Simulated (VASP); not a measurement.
**TiC (Khamrabaevite): single point with PBE**

TiC (Khamrabaevite):

```
Ti C
1.0
     0.00000    2.13475    2.13475
     2.13475    0.00000    2.13475
     2.13475    2.13475    0.00000
Ti C
1 1
Cartesian
  0.0000 0.0000 0.0000
  2.1348 2.1348 2.1348
```

This cell differs from its parent crystal: volume scaled by 0.96, then relaxed in part.

```yaml
Program: VASP 6.6.1
Task: single point
Functional: PBE
Potentials_or_basis: VASP PAW PBE potentials, release 64 (Ti_sv, C)
Cutoff: 520 eV
k_mesh: 18 × 18 × 18
Occupations: fermi-dirac, width 0.05 eV
Spin: no spin polarisation
Dipole_correction: no
Further_INCAR_settings: ALGO = Normal; EDIFF = 1e-06; NBANDS = 15
```

The pressure is 12.3 GPa. The band gap on the k mesh is zero (band 8 reaches 10.64 eV, above the bottom of band 9 at 9.51 eV).

Levels at points of the mesh, in eV from the Fermi level:
```csv
k point,band 5,band 6,band 7,band 8,band 9,band 10,band 11,band 12
"(0.00, 0.00, 0.00)",-12.61,0.70,0.70,0.70,1.73,1.73,1.73,1.80
"(0.50, 0.00, 0.00)",-8.92,-6.05,-3.04,-3.04,3.08,3.08,4.34,8.45
"(0.50, 0.50, 0.00)",-10.30,-3.47,-1.76,-0.01,-0.01,2.86,3.72,3.72
```

It took 25 s on 1 thread of Intel Xeon 6975P-C, on a shared host, peak memory 0.18 GiB.
